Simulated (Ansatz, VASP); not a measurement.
# Two plane-wave programs on Be

File INCAR:

```
SYSTEM = Be
ALGO     = Normal         ! electronic algorithm
EDIFF    = 1E-7           ! SCF threshold, eV
ENCUT    = 520            ! plane-wave cutoff, eV
GGA      = PE             ! functional
ISIF     = 2              ! what is computed and relaxed
ISMEAR   = -1             ! smearing method
LASPH    = .TRUE.         ! aspherical terms in the spheres
LCHARG   = .TRUE.         ! write CHGCAR
LELF     = .TRUE.         ! ELF
LREAL    = .FALSE.        ! projectors in reciprocal space
LVHAR    = .TRUE.       
LWAVE    = .FALSE.        ! write WAVECAR
NBANDS   = 7              ! bands
NELM     = 60             ! most SCF steps
PREC     = Accurate       ! precision mode
SIGMA    = 0.1            ! smearing width, eV
```

The input KPOINTS:

```
k-points
0
G
  28 28 28
  0 0 0
```

POSCAR

```
Be
1.0
    0.0000000000      1.5133143977      1.5133143977
    1.5133143977      0.0000000000      1.5133143977
    1.5133143977      1.5133143977      0.0000000000
Be
1
Direct
    0.0000000000      0.0000000000      0.0000000000
```

Input for Ansatz:

```yaml
crystal:
  lattice:
    - [0.0, 1.5133143977, 1.5133143977]
    - [1.5133143977, 0.0, 1.5133143977]
    - [1.5133143977, 1.5133143977, 0.0]
  atoms:
    - { symbol: Be, position: [0.0, 0.0, 0.0] }
hamiltonian:
  xc: pbe
  pseudopotentials:
    kind: paw
    azcp:
      Be: "pseudopotentials/Be.paw.azcp"
basis:
  ecutwfc: 420
  fft_grid_basis: typed
kpoints:
  mp_grid: { grid: [28, 28, 28], shift: [0, 0, 0] }
magnetization:
  spin_polarized: false
scf:
  occupations: { method: fermi_dirac, width: 0.1 }
output:
  stress: true
```

Alike in both runs: task single point; functional PBE; k mesh 28 × 28 × 28; occupations fermi-dirac, width 0.1 eV; no spin polarisation.

```csv
,VASP,Ansatz
version,VASP 6.6.1,Ansatz 0.2.0
potentials or method,"VASP PAW PBE potentials, release 64 (Be), cutoff 520 eV","plane waves (420 eV) with PAW, scalar-relativistic"
valence electrons in the cell,2,2
```

VASP gave:

```
pressure (GPa) : 19.4
```

Task: What did Ansatz give for the same quantities?

Result: Pressure (GPa): 19.1.

With one functional, cell and mesh, what is left measures potentials, basis and numerics.
